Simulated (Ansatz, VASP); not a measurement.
# Two plane-wave programs on BaB2

The input INCAR:

```
PREC     = Accurate       # precision mode
ENCUT    = 520            # plane-wave cutoff, eV
EDIFF    = 1E-7           # SCF threshold, eV
ISMEAR   = 0              # smearing method
SIGMA    = 0.05           # smearing width, eV
LREAL    = F              # projectors in reciprocal space
LASPH    = T              # aspherical terms in the spheres
NELM     = 150            # most SCF steps
ALGO     = Normal         # electronic algorithm
ISIF     = 2              # what is computed and relaxed
LWAVE    = F              # write WAVECAR
LCHARG   = F              # write CHGCAR
MAGMOM   = 0 0 0 0 0 0 0 0 0 # initial moments
LORBIT   = 11             # projections on sites
LSORBIT  = T              # spin-orbit coupling
GGA_COMPAT= F            
LORBMOM  = T            
GGA      = PE             # functional
NBANDS   = 29             # bands
```

The input KPOINTS:

```
Automatic mesh
0
Gamma
  12 12 8
```

POSCAR

```
BaB2
1.0
    3.2556867360      0.0000000000      0.0000000000
   -1.6278433680      2.8195074202      0.0000000000
    0.0000000000      0.0000000000      4.9788888758
Ba B
1 2
Direct
    0.0000000000      0.0000000000      0.0000000000
    0.3333333333      0.6666666667      0.5000000000
    0.6666666667      0.3333333333      0.5000000000
```

Input for Ansatz:

```yaml
crystal:
  lattice:
    - [3.255686736, 0.0, 0.0]
    - [-1.627843368, 2.8195074202, 0.0]
    - [0.0, 0.0, 4.9788888758]
  atoms:
    - { symbol: Ba, position: [0.0, 0.0, 0.0] }
    - { symbol: B, position: [0.3333333333, 0.6666666667, 0.5] }
    - { symbol: B, position: [0.6666666667, 0.3333333333, 0.5] }
basis:
  ecutwfc: 420
  ecutrho_ratio: 4
kpoints:
  mp_grid: { grid: [12, 12, 8] }
hamiltonian:
  xc: pbe
scf:
  occupations: { method: gaussian, width: 0.05 }
output:
  forces: true
  stress: true
  eigenvalues: true
  populations: true
  dos: { projected: true, de: 0.02 }
  write_density: true
  write_potential: true
  elf: true
  volumetric_format: npy
magnetization:
  noncollinear: true
  spin_orbit: true
```

Alike in both runs: task single point; functional PBE; k mesh 12 × 12 × 8; occupations gaussian, width 0.05 eV; non-collinear spin, spin-orbit coupling.

|  | VASP | Ansatz |
| --- | --- | --- |
| version | VASP 6.6.1 | Ansatz 0.2.0 |
| potentials or method | VASP PAW PBE potentials, release 64 (Ba_sv, B), cutoff 520 eV | plane waves, PAW |
| valence electrons in the cell | 16 | 16 |

```csv
,VASP,Ansatz,Ansatz less VASP
pressure (GPa),2.3,0.0,-2.29
"traceless stress, the component that is largest in VASP (GPa)",-0.32,-0.08,+0.241
```
